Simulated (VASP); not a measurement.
# Ca3Mg (Pm-3m) in VASP: a series of runs

The runs below take Ca3Mg through relaxation of cell and atoms, with LDA.

All numbers are computed with VASP 6.6.1; they aren't measurements. Logs are shortened: lines on timing, memory, paths and dates and some standing lists are left out, and cuts for length are marked.

## (1) The cell of the first run

Symmetry: Pm-3m, No. 221, cubic system. The conventional cell has a = 5.289 Å, b = 5.289 Å, c = 5.289 Å, α = 90.00°, β = 90.00°, γ = 90.00°. Ca (site symmetry 4/mmm) has 8 Ca at 3.74 Å and 4 Mg at 3.74 Å within 4.9 Å. Mg (site symmetry m-3m) has 12 Ca at 3.74 Å within 4.9 Å.

## (2) Relaxation of cell and atoms, LDA, target pressure 4 GPa, at which the enthalpy is minimised

INCAR reads:

```
PREC = Accurate
ENCUT = 600
EDIFF = 1E-6
ISMEAR = -1
SIGMA = 0.1
LREAL = F
LASPH = T
NELM = 100
ALGO = Normal
ISIF = 3
LWAVE = F
LCHARG = F
IBRION = 2
NSW = 80
EDIFFG = -0.01
PSTRESS = 40.0
```

KPOINTS reads:

```
regular mesh
0
Gamma
  5 5 5
```

POSCAR reads:

```
Ca3Mg
1.0
    5.2888130000      0.0000000000      0.0000000000
    0.0000000000      5.2888130000      0.0000000000
    0.0000000000      0.0000000000      5.2888130000
Ca Mg
3 1
Direct
    0.5000000000      0.5000000000      0.0000000000
    0.0000000000      0.5000000000      0.5000000000
    0.5000000000      0.0000000000      0.5000000000
    0.0000000000      0.0000000000      0.0000000000
```

Potentials or basis: VASP PAW LDA potentials, release 64 (Ca_sv, Mg).

The run is started by

```sh
cat potpaw_LDA.64/Ca_sv/POTCAR potpaw_LDA.64/Mg/POTCAR > POTCAR
mpirun -np 1 vasp_std > vasp.out
```

OUTCAR:

```text
PREC = Accurate
   ENCUT = 600
   EDIFF = 1E-6
   ISMEAR = -1
   LREAL = F
   LASPH = T
   NELM = 100
   ISIF = 3
   IBRION = 2
   NSW = 80
   EDIFFG = -0.01
   PSTRESS = 40.0

 ion  position               nearest neighbor table
   1  0.500  0.500  0.000-
   2  0.000  0.500  0.500-
   3  0.500  0.000  0.500-
   4  0.000  0.000  0.000-

  LATTYP: Found a simple cubic cell.
 ALAT       =     5.2888130000

  Lattice vectors:

 A1 = (   5.2888130000,   0.0000000000,   0.0000000000)
 A2 = (   0.0000000000,   5.2888130000,   0.0000000000)
 A3 = (   0.0000000000,   0.0000000000,   5.2888130000)

Analysis of symmetry for initial positions (statically):
=====================================================================
 Subroutine PRICEL returns:
 Original cell was already a primitive cell.

 Routine SETGRP: Setting up the symmetry group for a
 simple cubic supercell.

 Subroutine GETGRP returns: Found 48 space group operations
 (whereof 48 operations were pure point group operations)
 out of a pool of 48 trial point group operations.

The static configuration has the point symmetry O_h .

Analysis of symmetry for dynamics (positions and initial velocities):
=====================================================================
 Subroutine PRICEL returns:
 Original cell was already a primitive cell.

 Routine SETGRP: Setting up the symmetry group for a
 simple cubic supercell.

 Subroutine GETGRP returns: Found 48 space group operations
 (whereof 48 operations were pure point group operations)
 out of a pool of 48 trial point group operations.

The dynamic configuration has the point symmetry O_h .

 Subroutine INISYM returns: Found 48 space group operations
 (whereof 48 operations are pure point group operations),
 and found     1 'primitive' translations

----------------------------------------------------------------------------------------

                                     Primitive cell

  volume of cell :     147.9363

  direct lattice vectors                    reciprocal lattice vectors
     5.288813000  0.000000000  0.000000000     0.189078343  0.000000000  0.000000000
     0.000000000  5.288813000  0.000000000     0.000000000  0.189078343  0.000000000
     0.000000000  0.000000000  5.288813000     0.000000000  0.000000000  0.189078343

  length of vectors
     5.288813000  5.288813000  5.288813000     0.189078343  0.189078343  0.189078343

  position of ions in fractional coordinates (direct lattice)
     0.500000000  0.500000000  0.000000000
     0.000000000  0.500000000  0.500000000
     0.500000000  0.000000000  0.500000000
     0.000000000  0.000000000  0.000000000

  ion indices of the primitive-cell ions
   primitive index   ion index
                 1           1
                 2           2
                 3           3
                 4           4

----------------------------------------------------------------------------------------

 KPOINTS: regular mesh

Automatic generation of k-mesh.
 Grid dimensions read from file:
 generate k-points for:    5    5    5

 Generating k-lattice:

  Cartesian coordinates                     Fractional coordinates (reciprocal lattice)
     0.037815669  0.000000000  0.000000000     0.200000000  0.000000000  0.000000000
     0.000000000  0.037815669  0.000000000     0.000000000  0.200000000  0.000000000
     0.000000000  0.000000000  0.037815669     0.000000000  0.000000000  0.200000000

  Length of vectors
     0.037815669  0.037815669  0.037815669

  Shift w.r.t. Gamma in fractional coordinates (k-lattice)
     0.000000000  0.000000000  0.000000000

 Subroutine IBZKPT returns following result:
 ===========================================

 Found     10 irreducible k-points:

 Following reciprocal coordinates:
            Coordinates               Weight
  0.000000  0.000000  0.000000      1.000000
  0.200000  0.000000  0.000000      6.000000
  0.400000  0.000000  0.000000      6.000000
  0.200000  0.200000  0.000000     12.000000
  0.400000  0.200000  0.000000     24.000000
  0.400000  0.400000  0.000000     12.000000
  0.200000  0.200000  0.200000      8.000000
  0.400000  0.200000  0.200000     24.000000
  0.400000  0.400000  0.200000     24.000000
  0.400000  0.400000  0.400000      8.000000
   k-points           NKPTS =     10   k-points in BZ     NKDIM =     10   number of bands    NBANDS=     20
   number of dos      NEDOS =    301   number of ions     NIONS =      4
   total plane-waves  NPLWV =  74088
   dimension x,y,z NGX =    42 NGY =   42 NGZ =   42
   dimension x,y,z NGXF=    84 NGYF=   84 NGZF=   84
   ions per type =               3   1
   NGX,Y,Z   is equivalent  to a cutoff of  13.20, 13.20, 13.20 a.u.
   NGXF,Y,Z  is equivalent  to a cutoff of  26.40, 26.40, 26.40 a.u.
 SYSTEM =  unknown system
   PREC   = accura    normal or accurate (medium, high low for compatibility)
   ISTART =      0    job   : 0-new  1-cont  2-samecut
   ICHARG =      2    charge: 1-file 2-atom 10-const
   ISPIN  =      1    spin polarized calculation?
   LNONCOLLINEAR =      F non collinear calculations
   LSORBIT =      F    spin-orbit coupling
   LASPH  =      T    aspherical Exc in radial PAW
   ENCUT  =  600.0 eV  44.10 Ry    6.64 a.u.  10.56 10.56 10.56*2*pi/ulx,y,z
   NELM   =    100;   NELMIN=  2; NELMDL= -5     # of ELM steps
   EDIFF  = 0.1E-05   stopping-criterion for ELM
   LREAL  =      F    real-space projection
   EDIFFG = -.1E-01   stopping-criterion for IOM
   NSW    =     80    number of steps for IOM
   IBRION =      2    ionic relax: 0-MD 1-quasi-New 2-CG
   NFREE  =      1    steps in history (QN), initial steepest desc. (CG)
   ISIF   =      3    stress and relaxation
   ISYM   =      2    0-nonsym 1-usesym 2-fastsym
   POTIM  = 0.5000    time-step for ionic-motion
   TEBEG  =    0.0;   TEEND  =   0.0 temperature during run
   PSTRESS=   40.0 pullay stress
   NELECT =      32.0000    total number of electrons
   NUPDOWN=      -1.0000    fix difference up-down
   EMIN   =  10.00;   EMAX   =-10.00  energy-range for DOS
   EFERMI =   0.00;   METHOD = LEGACY
   ISMEAR =    -1;   SIGMA  =   0.10  broadening in eV -4-tet -1-fermi 0-gaus
   EFERMI_NEDOS =   21; number of points for ismear=-14 and -15
   IALGO  =     38    algorithm
   IMIX   =      4    mixing-type and parameters
     AMIX     =   0.40;   BMIX     =  1.00
     AMIX_MAG =   1.60;   BMIX_MAG =  1.00
  volume/ion in A,a.u.               =      36.98       249.58
  Fermi-wavevector in a.u.,A,eV,Ry     =   0.982728  1.857086 13.139882  0.965754
  Thomas-Fermi vector in A             =   2.113832
   LORBIT       =      0    0 simple, 1 ext, 2 COOP (PROOUT), +10 PAW based schemes
   GGA     = CA    functional components
   LHFCALC =     F    Hartree Fock is set to
   AEXX    =    0.0000 exact exchange contribution
   IVDW    =     0    specifies the selected vdW correction
   LEPSILON=     F    determine dielectric tensor
   LRPA    =     F    only Hartree local field effects (RPA)
 conjugate gradient relaxation of ions
 non-spin polarized calculation
  energy-cutoff  :      600.00
  volume of cell :      147.94
 maximum number of plane-waves:      4973
 NGX is ok and might be reduce to    42
   NGX = 21   NGY = 21   NGZ = 21

--------------------------------------- Ionic step        1  -------------------------------------------

 number of electron      31.9999991 magnetization

 Free energy of the ion-electron system (eV)
  ---------------------------------------------------
  ext. energy  EPLUGINS =         0.00000000
  ---------------------------------------------------
  free energy    TOTEN  =        -8.57195885 eV

  energy without entropy =       -8.41350404  energy(sigma->0) =       -8.49273145

------------------------ aborting loop because EDIFF is reached ----------------------------------------

  FORCE on cell =-STRESS in cart. coord.  units (eV):
  Direction    XX          YY          ZZ          XY          YZ          ZX
  --------------------------------------------------------------------------------------
  -------------------------------------------------------------------------------------
  Total       -2.0263868     -2.0263868     -2.0263868      0.0000000     -0.0000000      0.0000000
  in kB      -21.9461480    -21.9461480    -21.9461480      0.0000000     -0.0000000      0.0000000
  external PRESSURE =     -61.9461480 kB  Pullay stress =      40.0000000 kB

 VOLUME and BASIS-vectors are now :
 -----------------------------------------------------------------------------
  energy-cutoff  :      600.00
  volume of cell :      147.94
      direct lattice vectors                 reciprocal lattice vectors
     5.288813000  0.000000000  0.000000000     0.189078343  0.000000000  0.000000000
     0.000000000  5.288813000  0.000000000     0.000000000  0.189078343  0.000000000
     0.000000000  0.000000000  5.288813000     0.000000000  0.000000000  0.189078343

 POSITION                                       TOTAL-FORCE (eV/Angst)
 -----------------------------------------------------------------------------------
      2.64441      2.64441      0.00000         0.000000      0.000000      0.000000
      0.00000      2.64441      2.64441         0.000000      0.000000      0.000000
      2.64441      0.00000      2.64441         0.000000      0.000000      0.000000
      0.00000      0.00000      0.00000         0.000000      0.000000      0.000000
 -----------------------------------------------------------------------------------
    total drift:                                0.000000     -0.000000     -0.000000

  FREE ENERGIE OF THE ION-ELECTRON SYSTEM (eV)
  ---------------------------------------------------
  free  energy   TOTEN  =        -8.5719588513 eV
[... 108 lines left out ...]
 POSITION                                       TOTAL-FORCE (eV/Angst)
 -----------------------------------------------------------------------------------
      2.43272      2.43272      0.00000        -0.000000      0.000000      0.000000
      0.00000      2.43272      2.43272         0.000000     -0.000000      0.000000
      2.43272     -0.00000      2.43272         0.000000     -0.000000      0.000000
      0.00000      0.00000      0.00000        -0.000000      0.000000      0.000000
 -----------------------------------------------------------------------------------
    total drift:                                0.000000     -0.000000     -0.000000

  FREE ENERGIE OF THE ION-ELECTRON SYSTEM (eV)
  ---------------------------------------------------
  free  energy   TOTEN  =        -8.4951420637 eV

  energy  without entropy=       -8.3440180079  energy(sigma->0) =       -8.41958004

  enthalpy is  TOTEN    =        -5.6196237879 eV   P V=        2.8755182758

--------------------------------------- Ionic step        5  -------------------------------------------

 number of electron      32.0000010 magnetization

 Free energy of the ion-electron system (eV)
  ---------------------------------------------------
  ext. energy  EPLUGINS =         0.00000000
  ---------------------------------------------------
  free energy    TOTEN  =        -8.50073544 eV

  energy without entropy =       -8.34951122  energy(sigma->0) =       -8.42512333

 E-fermi :   2.9080     XC(G=0):  -8.9743

 val. band max:        2.8897189201   @ k =   0.4000   0.2000   0.2000
 cond. band min:       2.9563585230   @ k =   0.4000   0.4000   0.2000
 fundamental gap:      0.0666396029
 Fermi energy:         2.9079676647

 k-point     1 :       0.0000    0.0000    0.0000
  band No.  band energies     occupation
      1     -37.9219      2.00000
      2     -37.8448      2.00000
      3     -37.8448      2.00000
      4     -19.4042      2.00000
      5     -19.4042      2.00000
      6     -19.4042      2.00000
[... 12 lines left out ...]
     19       3.6882      0.00082
     20       4.2427      0.00000

 k-point     2 :       0.2000    0.0000    0.0000
  band No.  band energies     occupation
      1     -37.9154      2.00000
      2     -37.8512      2.00000
      3     -37.8447      2.00000
      4     -19.3857      2.00000
      5     -19.3857      2.00000
      6     -19.3753      2.00000
[... 209 lines left out ...]
 VOLUME and BASIS-vectors are now :
 -----------------------------------------------------------------------------
  energy-cutoff  :      600.00
  volume of cell :      115.40
      direct lattice vectors                 reciprocal lattice vectors
     4.868564437  0.000000000  0.000000000     0.205399356 -0.000000000 -0.000000000
     0.000000000  4.868564437 -0.000000000    -0.000000000  0.205399356  0.000000000
     0.000000000 -0.000000000  4.868564437    -0.000000000  0.000000000  0.205399356

 POSITION                                       TOTAL-FORCE (eV/Angst)
 -----------------------------------------------------------------------------------
      2.43428      2.43428      0.00000         0.000000     -0.000000      0.000000
      0.00000      2.43428      2.43428        -0.000000     -0.000000      0.000000
      2.43428      4.86856      2.43428        -0.000000     -0.000000      0.000000
      4.86856      0.00000      0.00000         0.000000      0.000000      0.000000
 -----------------------------------------------------------------------------------
    total drift:                                0.000000     -0.000000      0.000000

  FREE ENERGIE OF THE ION-ELECTRON SYSTEM (eV)
  ---------------------------------------------------
  free  energy   TOTEN  =        -8.5007354445 eV

  energy  without entropy=       -8.3495112195  energy(sigma->0) =       -8.42512333

  enthalpy is  TOTEN    =        -5.6196762859 eV   P V=        2.8810591586

 reached required accuracy - stopping structural energy minimisation
```

Run time: 58 s. Hardware: 1 thread of Intel Xeon 6975P-C (Granite Rapids), shared host; peak memory 0.24 GiB.

What came out:

- Free energy: -8.5007 eV
- Relaxed volume: 28.85 Å³/atom
- Relaxed cell: a = 4.869 Å, b = 4.869 Å, c = 4.869 Å, α = 90.00°, β = 90.00°, γ = 90.00°
- Space group after relaxing (to 0.1 Å): Pm-3m (No. 221)
- Energy change on relaxing (the run minimises the enthalpy): +17.8 meV/atom
- Ionic steps: 5
- Pressure after relaxing: 4.0 GPa
- Band gap on the k mesh: zero (bands 16 and 17 overlap by 0.44 eV)

Step by step:
| step | energy change (eV) | largest force (eV/Å) | pressure (GPa) | volume (Å³) |
| --- | --- | --- | --- | --- |
| 1 | 0.0000 | 0.0000 | -2.19 | 147.94 |
| 2 | -0.0134 | 0.0000 | 2.83 | 119.38 |
| 3 | 0.0621 | 0.0000 | 3.89 | 115.77 |
| 4 | 0.0768 | 0.0000 | 4.07 | 115.18 |
| 5 | 0.0712 | 0.0000 | 4.00 | 115.40 |

Final structure:
```xyz
4
Lattice="4.8686 0.0000 0.0000 0.0000 4.8686 0.0000 0.0000 0.0000 4.8686" Properties=species:S:1:pos:R:3 pbc="T T T"
Ca    2.4343    2.4343    0.0000
Ca    0.0000    2.4343    2.4343
Ca    2.4343    4.8686    2.4343
Mg    4.8686    0.0000    0.0000
```

Caveat: the cell is relaxed towards a set pressure, so the run minimises the enthalpy, not the energy; the volume moved by over 15 % at a fixed basis, so the end points are rough.

[end of part 1 of 2]
